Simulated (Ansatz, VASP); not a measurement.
# One calculation of TaRu, two programs

```xyz
2
Lattice="3.0732 0.0000 0.0000 0.0000 3.0732 0.0000 0.0000 0.0000 3.4114" Properties=species:S:1:pos:R:3 pbc="T T T"
Ta    1.5366    1.5366    1.7057
Ru    0.0000    0.0000    0.0000
```

Change from the starting cell: volume scaled by 1.02.

Alike in both runs: task single point; functional LDA; k mesh 11 × 11 × 10; occupations fermi-dirac, width 0.05 eV; no spin polarisation.

|  | VASP | Ansatz |
| --- | --- | --- |
| version | VASP 6.6.1 | Ansatz 0.2.0 |
| potentials or method | VASP PAW LDA potentials, release 64 (Ta_pv, Ru_pv), cutoff 520 eV | all-electron LAPW, scalar-relativistic |

```csv
,VASP,Ansatz,Ansatz less VASP
pressure (GPa),-14.2,-14.9,-0.67
"traceless stress, the component that is largest in VASP (GPa)",0.90,1.01,+0.109
```

LDA's correlation is that of Perdew and Zunger in VASP and of Perdew and Wang (1992) in Ansatz. Ansatz ran all-electron here, and VASP with PAW potentials.

Spin-orbit coupling is off throughout.
